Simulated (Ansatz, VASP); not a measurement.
**Ga3Se in VASP and in Ansatz**

```
CELL_PARAMETERS angstrom
4.32361 0.00000 0.00000
0.00000 4.32361 0.00000
0.00000 0.00000 4.45332
ATOMIC_POSITIONS crystal
Ga 0.00000 0.50000 0.50000
Ga 0.50000 0.00000 0.50000
Ga 0.50000 0.50000 0.00000
Se 0.00000 0.00000 0.00000
```

Change from the starting cell: strain +0.000 along x and y, +0.030 along z, atoms carried along.

Alike in both runs: task single point; functional PBE; dispersion D3(BJ); k mesh 12 × 12 × 12; occupations gaussian, width 0.15 eV; no spin polarisation.

```csv
,VASP,Ansatz
version,VASP 6.6.1,Ansatz 0.2.0
potentials or method,"VASP PAW PBE potentials, release 64 (Ga_d, Se), cutoff 520 eV","scalar-relativistic, plane waves, PAW"
valence electrons in the cell,45,55
```

|  | VASP | Ansatz | Ansatz less VASP |
| --- | --- | --- | --- |
| gap on the k mesh at the Fermi level (eV) | none | none | - |
| pressure (GPa) | -1.2 | -1.2 | -0.02 |
| traceless stress, the component that is largest in VASP (GPa) | -0.12 | -0.12 | 0.000 |

A gap of «none» marks a metal or a gap that the smearing closes. VASP's potentials hold 45 valence electrons a cell and Ansatz's 55, so a difference there can come from the potentials and not from the codes.
